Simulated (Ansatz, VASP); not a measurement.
## Two plane-wave programs on AlN

```
CELL_PARAMETERS angstrom
0.00000 2.18399 2.12939
2.18399 0.00000 2.12939
2.18399 2.18399 0.00000
ATOMIC_POSITIONS crystal
Al 0.00000 0.00000 0.00000
N 0.75000 0.75000 0.75000
```

Change from the starting cell: strain -0.0250 x Voigt [0, 0, 1, 0, 0, 0], atoms carried along.

Alike in both runs: task single point; functional r2SCAN; k mesh 10 × 10 × 10; occupations gaussian, width 0.05 eV; no spin polarisation.

```csv
,VASP,Ansatz
version,VASP 6.6.1,Ansatz 0.2.0
potentials or method,"VASP PAW PBE potentials, release 64 (Al, N), cutoff 520 eV","scalar-relativistic, plane waves, PAW"
valence electrons in the cell,8,8
```

```csv
,VASP,Ansatz,Ansatz less VASP
gap on the k mesh at the Fermi level (eV),3.81,3.82,+0.008
least direct gap on the mesh (eV),5.06,5.02,-0.041
pressure (GPa),5.4,5.8,+0.38
"traceless stress, the component that is largest in VASP (GPa)",2.23,2.22,-0.002
```

VASP's potentials were made for PBE, not for r2SCAN. The functional is the same, so the differences come from potentials, cutoffs and numerics.
